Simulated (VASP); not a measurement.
**SnO: single point with PBE**

Crystal: SnO.

```
CELL_PARAMETERS angstrom
3.75062 0.00000 0.00000
0.00000 3.75062 0.00000
0.00000 0.00000 4.77064
ATOMIC_POSITIONS crystal
Sn 0.00000 0.50000 0.23850
Sn 0.50000 0.00000 0.76150
O 0.00000 0.00000 0.00000
O 0.50000 0.50000 0.00000
```

This cell differs from its parent crystal: volume scaled by 0.96.

```yaml
Program: VASP 6.6.1
Task: single point
Functional: PBE
Potentials_or_basis: VASP PAW PBE potentials, release 64 (Sn_d, O)
Cutoff: 520 eV
k_mesh: 8 × 8 × 6
Occupations: fermi-dirac, width 0.01 eV
Spin: no spin polarisation
Dipole_correction: no
Further_INCAR_settings: ALGO = Normal; EDIFF = 1e-06; NBANDS = 28
```

```yaml
Pressure: 9.0 GPa
Largest_force: 1.073 eV/Å
Band_gap_on_the_k_mesh: zero (band 20 reaches 7.88 eV, above the bottom of band 21 at 7.75 eV)
```

Forces in eV/Å, atoms in the order of the input:
```
Sn   0.000  0.000  1.073
Sn   0.000  0.000 -1.073
O    0.000  0.000  0.000
O    0.000  0.000  0.000
```

Stress tensor (GPa, compression positive):
```
9.78 0.00 0.00
0.00 9.78 0.00
0.00 0.00 7.54
```

Levels at points of the mesh, in eV from the Fermi level:
| k point | band 16 | band 17 | band 18 | band 19 | band 20 | band 21 | band 22 | band 23 | band 24 | band 25 |
| --- | --- | --- | --- | --- | --- | --- | --- | --- | --- | --- |
| (0.00, 0.00, 0.00) | -6.76 | -3.84 | -3.52 | -3.52 | 0.01 | 2.17 | 4.33 | 4.65 | 4.65 | 5.76 |
| (0.50, 0.00, 0.00) | -5.44 | -5.27 | -5.27 | -2.98 | -2.98 | 3.22 | 3.22 | 5.98 | 5.98 | 6.08 |
| (0.50, 0.50, 0.00) | -5.59 | -2.84 | -2.84 | -2.01 | -2.01 | -0.12 | -0.12 | 4.37 | 4.37 | 7.39 |
| (0.00, 0.00, 0.50) | -3.91 | -3.54 | -3.54 | -3.03 | -2.52 | 1.63 | 2.84 | 2.84 | 3.68 | 7.89 |
| (0.50, 0.00, 0.50) | -5.92 | -5.23 | -5.23 | -1.95 | -1.95 | 2.57 | 2.57 | 5.44 | 5.44 | 6.80 |
| (0.50, 0.50, 0.50) | -6.07 | -2.86 | -2.86 | -2.84 | -2.84 | 2.19 | 2.19 | 4.10 | 4.10 | 5.65 |

It took 2.2 min on 1 thread of AMD EPYC 7R43 64-Core Processor (Zen 3), with other jobs on the host, peak memory 0.19 GiB.

Caveat: spin-orbit coupling is left out, which moves the levels of the heavy elements; forces of over 1 eV/Å act on the atoms, so gaps and moduli don't describe the material at rest.
